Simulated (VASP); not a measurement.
# InP (Fm-3m) in VASP: a series of runs

InP is run at these levels: r2SCAN; tasks: single point.

Everything below comes from runs of VASP 6.6.1. Logs are shortened: lines on timing, memory, paths and dates and some standing lists are left out, and cuts for length are marked.

## Step 1: The cell of the first run

The structure is cubic, space group Fm-3m (No. 225). The conventional cell has a = 5.545 Å, b = 5.545 Å, c = 5.545 Å, α = 90.00°, β = 90.00°, γ = 90.00°. Within 3.7 Å of In (site symmetry m-3m) lie 6 P at 2.77 Å. P (site symmetry m-3m) has 6 In at 2.77 Å within 3.7 Å.

## Step 2: Single point, r2SCAN

POSCAR

```
InP
1.0
    0.0000000000      2.7725208672      2.7725208672
    2.7725208672      0.0000000000      2.7725208672
    2.7725208672      2.7725208672      0.0000000000
In P
1 1
Direct
    0.0000000000      0.0000000000      0.0000000000
    0.5000000000      0.5000000000      0.5000000000
```

INCAR.step1

```
SYSTEM = InP
PREC     = Accurate       ! precision mode
ENCUT    = 520            ! plane-wave cutoff, eV
ISMEAR   = 0              ! smearing method
SIGMA    = 0.05           ! smearing width, eV
LREAL    = .FALSE.        ! projectors in reciprocal space
LASPH    = .TRUE.         ! aspherical terms in the spheres
NELM     = 80             ! most SCF steps
NBANDS   = 16             ! bands
GGA      = PE             ! functional
ALGO     = Normal         ! electronic algorithm
EDIFF    = 1E-4           ! SCF threshold, eV
LWAVE    = .TRUE.         ! write WAVECAR
LCHARG   = .FALSE.        ! write CHGCAR
```

INCAR.step2

```
SYSTEM = InP
PREC     = Accurate       ! precision mode
ENCUT    = 520            ! plane-wave cutoff, eV
EDIFF    = 1E-6           ! SCF threshold, eV
ISMEAR   = 0              ! smearing method
SIGMA    = 0.05           ! smearing width, eV
LREAL    = .FALSE.        ! projectors in reciprocal space
LASPH    = .TRUE.         ! aspherical terms in the spheres
NELM     = 80             ! most SCF steps
ALGO     = Normal         ! electronic algorithm
ISIF     = 2              ! what is computed and relaxed
LWAVE    = .FALSE.        ! write WAVECAR
LCHARG   = .FALSE.        ! write CHGCAR
METAGGA  = R2SCAN         ! meta-GGA
LMIXTAU  = .TRUE.       
NBANDS   = 16             ! bands
ISTART   = 1
```

KPOINTS

```
regular mesh
0
G
  14 14 14
  0 0 0
```

Potentials or basis: VASP PAW PBE potentials, release 64 (In_d, P).

On the command line:

```sh
> cat potpaw_PBE.64/In_d/POTCAR potpaw_PBE.64/P/POTCAR > POTCAR
> cp INCAR.step1 INCAR
> mpirun -np 1 vasp_std > vasp.out
> cp INCAR.step2 INCAR
> mpirun -np 1 vasp_std > vasp.out
```

OUTCAR:

```text
SYSTEM = InP
   PREC = Accurate
   ENCUT = 520
   EDIFF = 1E-6
   ISMEAR = 0
   LREAL = .FALSE.
   LASPH = .TRUE.
   NELM = 80
   ISIF = 2
   METAGGA = R2SCAN
   ISTART = 1

 ion  position               nearest neighbor table
   1  0.000  0.000  0.000-   2 2.77   2 2.77   2 2.77   2 2.77   2 2.77   2 2.77
   2  0.500  0.500  0.500-   1 2.77   1 2.77   1 2.77   1 2.77   1 2.77   1 2.77

  LATTYP: Found a face centered cubic cell.
 ALAT       =     5.5450417344

  Lattice vectors:

 A1 = (   0.0000000000,   2.7725208672,   2.7725208672)
 A2 = (   2.7725208672,   0.0000000000,   2.7725208672)
 A3 = (   2.7725208672,   2.7725208672,   0.0000000000)

Analysis of symmetry for initial positions (statically):
=====================================================================
 Subroutine PRICEL returns:
 Original cell was already a primitive cell.

 Routine SETGRP: Setting up the symmetry group for a
 face centered cubic supercell.

 Subroutine GETGRP returns: Found 48 space group operations
 (whereof 48 operations were pure point group operations)
 out of a pool of 48 trial point group operations.

The static configuration has the point symmetry O_h .

Analysis of symmetry for dynamics (positions and initial velocities):
=====================================================================
 Subroutine PRICEL returns:
 Original cell was already a primitive cell.

 Routine SETGRP: Setting up the symmetry group for a
 face centered cubic supercell.

 Subroutine GETGRP returns: Found 48 space group operations
 (whereof 48 operations were pure point group operations)
 out of a pool of 48 trial point group operations.

The dynamic configuration has the point symmetry O_h .

 Subroutine INISYM returns: Found 48 space group operations
 (whereof 48 operations are pure point group operations),
 and found     1 'primitive' translations

----------------------------------------------------------------------------------------

                                     Primitive cell

  volume of cell :      42.6240

  direct lattice vectors                    reciprocal lattice vectors
     0.000000000  2.772520867  2.772520867    -0.180341294  0.180341294  0.180341294
     2.772520867  0.000000000  2.772520867     0.180341294 -0.180341294  0.180341294
     2.772520867  2.772520867  0.000000000     0.180341294  0.180341294 -0.180341294

  length of vectors
     3.920936612  3.920936612  3.920936612     0.312360283  0.312360283  0.312360283

  position of ions in fractional coordinates (direct lattice)
     0.000000000  0.000000000  0.000000000
     0.500000000  0.500000000  0.500000000

  ion indices of the primitive-cell ions
   primitive index   ion index
                 1           1
                 2           2

----------------------------------------------------------------------------------------

 KPOINTS: regular mesh

Automatic generation of k-mesh.
 Grid dimensions read from file:
 generate k-points for:   14   14   14

 Generating k-lattice:

  Cartesian coordinates                     Fractional coordinates (reciprocal lattice)
    -0.012881521  0.012881521  0.012881521     0.071428571  0.000000000  0.000000000
     0.012881521 -0.012881521  0.012881521     0.000000000  0.071428571  0.000000000
     0.012881521  0.012881521 -0.012881521     0.000000000  0.000000000  0.071428571

  Length of vectors
     0.022311449  0.022311449  0.022311449

  Shift w.r.t. Gamma in fractional coordinates (k-lattice)
     0.000000000  0.000000000  0.000000000

 Subroutine IBZKPT returns following result:
 ===========================================

 Found    104 irreducible k-points:

 Following reciprocal coordinates:
            Coordinates               Weight
  0.000000  0.000000  0.000000      1.000000
  0.071429  0.000000  0.000000      8.000000
  0.142857  0.000000  0.000000      8.000000
  0.214286  0.000000  0.000000      8.000000
  0.285714  0.000000  0.000000      8.000000
  0.357143  0.000000  0.000000      8.000000
[... 16 lines left out ...]
  0.214286  0.142857  0.000000     24.000000
  0.285714  0.142857  0.000000     24.000000
 [... further k-points ...]
   k-points           NKPTS =    104   k-points in BZ     NKDIM =    104   number of bands    NBANDS=     16
   number of dos      NEDOS =    301   number of ions     NIONS =      2
   total plane-waves  NPLWV =  27000
   dimension x,y,z NGX =    30 NGY =   30 NGZ =   30
   dimension x,y,z NGXF=    60 NGYF=   60 NGZF=   60
   ions per type =               1   1
   NGX,Y,Z   is equivalent  to a cutoff of  12.72, 12.72, 12.72 a.u.
   NGXF,Y,Z  is equivalent  to a cutoff of  25.44, 25.44, 25.44 a.u.
 SYSTEM =  InP
   PREC   = accura    normal or accurate (medium, high low for compatibility)
   ISTART =      1    job   : 0-new  1-cont  2-samecut
   ICHARG =      0    charge: 1-file 2-atom 10-const
   ISPIN  =      1    spin polarized calculation?
   LNONCOLLINEAR =      F non collinear calculations
   LSORBIT =      F    spin-orbit coupling
   LASPH  =      T    aspherical Exc in radial PAW
   ENCUT  =  520.0 eV  38.22 Ry    6.18 a.u.   7.29  7.29  7.29*2*pi/ulx,y,z
   NELM   =     80;   NELMIN=  2; NELMDL=  0     # of ELM steps
   EDIFF  = 0.1E-05   stopping-criterion for ELM
   LREAL  =      F    real-space projection
   EDIFFG = 0.1E-04   stopping-criterion for IOM
   NSW    =      0    number of steps for IOM
   IBRION =     -1    ionic relax: 0-MD 1-quasi-New 2-CG
   NFREE  =      0    steps in history (QN), initial steepest desc. (CG)
   ISIF   =      2    stress and relaxation
   ISYM   =      2    0-nonsym 1-usesym 2-fastsym
   POTIM  = 0.5000    time-step for ionic-motion
   TEBEG  =    0.0;   TEEND  =   0.0 temperature during run
   PSTRESS=    0.0 pullay stress
   NELECT =      18.0000    total number of electrons
   NUPDOWN=      -1.0000    fix difference up-down
   EMIN   =  10.00;   EMAX   =-10.00  energy-range for DOS
   EFERMI =   0.00;   METHOD = LEGACY
   ISMEAR =     0;   SIGMA  =   0.05  broadening in eV -4-tet -1-fermi 0-gaus
   EFERMI_NEDOS =   21; number of points for ismear=-14 and -15
   IALGO  =     38    algorithm
   IMIX   =      4    mixing-type and parameters
     AMIX     =   0.40;   BMIX     =  1.00
     AMIX_MAG =   1.60;   BMIX_MAG =  1.00
  volume/ion in A,a.u.               =      21.31       143.82
  Fermi-wavevector in a.u.,A,eV,Ry     =   1.228233  2.321024 20.525162  1.508557
  Thomas-Fermi vector in A             =   2.363166
   LORBIT       =      0    0 simple, 1 ext, 2 COOP (PROOUT), +10 PAW based schemes
   METAGGA = R2SCAN    functional components
   LHFCALC =     F    Hartree Fock is set to
   AEXX    =    0.0000 exact exchange contribution
   IVDW    =     0    specifies the selected vdW correction
   LEPSILON=     F    determine dielectric tensor
   LRPA    =     F    only Hartree local field effects (RPA)
 non-spin polarized calculation
 Gauss-broadening in eV      SIGMA  =   0.05
  energy-cutoff  :      520.00
  volume of cell :       42.62
 maximum number of plane-waves:      1164
 NGX is ok and might be reduce to    30
   NGX = 15   NGY = 15   NGZ = 15

 number of electron      18.0000009 magnetization

 Free energy of the ion-electron system (eV)
  ---------------------------------------------------
  ext. energy  EPLUGINS =         0.00000000
  ---------------------------------------------------
  free energy    TOTEN  =       -31.72621717 eV

  energy without entropy =      -31.72489773  energy(sigma->0) =      -31.72555745

 E-fermi :   6.8501     XC(G=0): -10.9897

 val. band max:        6.8296161898   @ k =  -0.3571   0.1429   0.0000
 cond. band min:       6.8637162036   @ k =   0.3571   0.0000   0.0000
 fundamental gap:      0.0341000138
 Fermi energy:         6.8500542911

 k-point     1 :       0.0000    0.0000    0.0000
  band No.  band energies     occupation
      1      -7.9056      2.00000
      2      -7.9056      2.00000
      3      -7.8691      2.00000
      4      -7.8691      2.00000
      5      -7.8691      2.00000
      6      -5.6173      2.00000
[... 8 lines left out ...]
     15      15.9253      0.00000
     16      15.9253      0.00000

 k-point     2 :       0.0714    0.0000    0.0000
  band No.  band energies     occupation
      1      -7.9080      2.00000
      2      -7.9080      2.00000
      3      -7.8692      2.00000
      4      -7.8661      2.00000
      5      -7.8661      2.00000
      6      -5.5516      2.00000
[... 8 lines left out ...]
     15      15.2833      0.00000
     16      15.9323      0.00000

 k-point     3 :       0.1429    0.0000    0.0000
  band No.  band energies     occupation
      1      -7.9159      2.00000
      2      -7.9159      2.00000
      3      -7.8697      2.00000
      4      -7.8562      2.00000
      5      -7.8562      2.00000
      6      -5.3564      2.00000
[... 8 lines left out ...]
     15      15.1970      0.00000
     16      15.7943      0.00000

 k-point     4 :       0.2143    0.0000    0.0000
  band No.  band energies     occupation
      1      -7.9287      2.00000
      2      -7.9287      2.00000
      3      -7.8710      2.00000
      4      -7.8404      2.00000
      5      -7.8404      2.00000
      6      -5.0390      2.00000
[... 8 lines left out ...]
     15      15.7175      0.00000
     16      15.7975      0.00000
[... 324 lines left out ...]
 k-point    22 :       0.1429    0.1429    0.0000
  band No.  band energies     occupation
      1      -7.9457      2.00000
      2      -7.8968      2.00000
      3      -7.8789      2.00000
      4      -7.8496      2.00000
      5      -7.8496      2.00000
      6      -5.2567      2.00000
[... 8 lines left out ...]
     15      17.3866      0.00000
     16      17.3866      0.00000

 k-point    23 :       0.2143    0.1429    0.0000
  band No.  band energies     occupation
      1      -7.9692      2.00000
      2      -7.8977      2.00000
      3      -7.8817      2.00000
      4      -7.8399      2.00000
      5      -7.8363      2.00000
      6      -5.0098      2.00000
[... 8 lines left out ...]
     15      17.1439      0.00000
     16      17.6352      0.00000

 k-point    24 :       0.2857    0.1429    0.0000
  band No.  band energies     occupation
      1      -7.9917      2.00000
      2      -7.9071      2.00000
      3      -7.8810      2.00000
      4      -7.8303      2.00000
      5      -7.8182      2.00000
      6      -4.6469      2.00000
[... 8 lines left out ...]
     15      17.5093      0.00000
     16      17.7731      0.00000

 [... further k-points ...]

------------------------ aborting loop because EDIFF is reached ----------------------------------------

  FORCE on cell =-STRESS in cart. coord.  units (eV):
  Direction    XX          YY          ZZ          XY          YZ          ZX
  --------------------------------------------------------------------------------------
  -------------------------------------------------------------------------------------
  Total       -0.5651692     -0.5651692     -0.5651692     -0.0000000      0.0000000      0.0000000
  in kB      -21.2439175    -21.2439175    -21.2439175     -0.0000000      0.0000000      0.0000000
  external PRESSURE =     -21.2439175 kB  Pullay stress =       0.0000000 kB

 VOLUME and BASIS-vectors are now :
 -----------------------------------------------------------------------------
  energy-cutoff  :      520.00
  volume of cell :       42.62
      direct lattice vectors                 reciprocal lattice vectors
     0.000000000  2.772520867  2.772520867    -0.180341294  0.180341294  0.180341294
     2.772520867  0.000000000  2.772520867     0.180341294 -0.180341294  0.180341294
     2.772520867  2.772520867  0.000000000     0.180341294  0.180341294 -0.180341294

 POSITION                                       TOTAL-FORCE (eV/Angst)
 -----------------------------------------------------------------------------------
      0.00000      0.00000      0.00000         0.000000      0.000000      0.000000
      2.77252      2.77252      2.77252         0.000000      0.000000      0.000000
 -----------------------------------------------------------------------------------
    total drift:                               -0.000000      0.000000      0.000000

  FREE ENERGIE OF THE ION-ELECTRON SYSTEM (eV)
  ---------------------------------------------------
  free  energy   TOTEN  =       -31.7262171681 eV

  energy  without entropy=      -31.7248977334  energy(sigma->0) =      -31.72555745
```

Run time: 2.4 min. Hardware: 1 thread of Intel Xeon 6975P-C (Granite Rapids), shared host; peak memory 0.21 GiB.

What came out:

```
Free energy            : -31.7262 eV
Pressure               : -2.1 GPa
Band gap on the k mesh : zero (bands 9 and 10 overlap by 2.64 eV)
```

Caveat: the PAW data sets were made with another functional, which shifts forces and pressure a little; spin-orbit coupling is left out, which moves the levels of the heavy elements.

## Step 3: Single point, r2SCAN (21.57 Å³/atom)

This run uses another cell than the first one, of 21.57 Å³/atom.

POSCAR

```
InP
1.0
    0.0000000000      2.7837769077      2.7837769077
    2.7837769077      0.0000000000      2.7837769077
    2.7837769077      2.7837769077      0.0000000000
In P
1 1
Direct
    0.0000000000      0.0000000000      0.0000000000
    0.5000000000      0.5000000000      0.5000000000
```

INCAR.step1

```
SYSTEM = InP
PREC = Accurate ; ENCUT = 520
ISMEAR = 0 ; SIGMA = 0.05
LREAL = .False. ; LASPH = .True.
NELM = 100 ; NBANDS = 16
GGA = PE ; ALGO = Normal
EDIFF = 1E-4 ; LWAVE = .True.
LCHARG = .False.
```

INCAR.step2

```
SYSTEM = InP
PREC = Accurate ; ENCUT = 520
EDIFF = 1E-6 ; ISMEAR = 0
SIGMA = 0.05 ; LREAL = .False.
LASPH = .True. ; NELM = 100
ALGO = Normal ; ISIF = 2
LWAVE = .False. ; LCHARG = .False.
METAGGA = R2SCAN ; LMIXTAU = .True.
NBANDS = 16 ; ISTART = 1
```

KPOINTS

```
Automatic mesh
0
Gamma
  14 14 14
  0 0 0
```

Potentials or basis: VASP PAW PBE potentials, release 64 (In_d, P).

On the command line:

```sh
> cat potpaw_PBE.64/In_d/POTCAR potpaw_PBE.64/P/POTCAR > POTCAR
> cp INCAR.step1 INCAR
> mpirun -np 1 vasp_std > vasp.out
> cp INCAR.step2 INCAR
> mpirun -np 1 vasp_std > vasp.out
```

It took 2.3 min on 1 thread of Intel Xeon 6975P-C (Granite Rapids), shared host; peak memory 0.22 GiB.

The run converged. Its results:

```
Free energy            : -31.7181 eV
Pressure               : -3.0 GPa
Band gap on the k mesh : zero (bands 9 and 10 overlap by 2.65 eV)
```

Levels at points of the mesh, in eV from the Fermi level:
```
           k point  band 5  band 6  band 7  band 8  band 9  band 10  band 11  band 12  band 13  band 14
(0.00, 0.00, 0.00)  -14.71  -12.38   -0.28   -0.28   -0.28     0.90     7.54     7.54     7.54     9.00
(0.50, 0.00, 0.00)  -14.63  -10.30   -6.70    0.14    0.14     2.95     3.72     3.72     5.58    11.86
(0.50, 0.50, 0.00)  -14.60   -9.17   -4.98   -2.36   -2.36    -2.34     4.25    10.50    10.50    10.90
```

Caveat: the cell stands under tension; the PAW data sets were made with another functional, which shifts forces and pressure a little; spin-orbit coupling is left out, which moves the levels of the heavy elements.

(Continued in part 2 of 2.)

The gap in the log of VASP goes by the Fermi energy; the results here count the filled bands.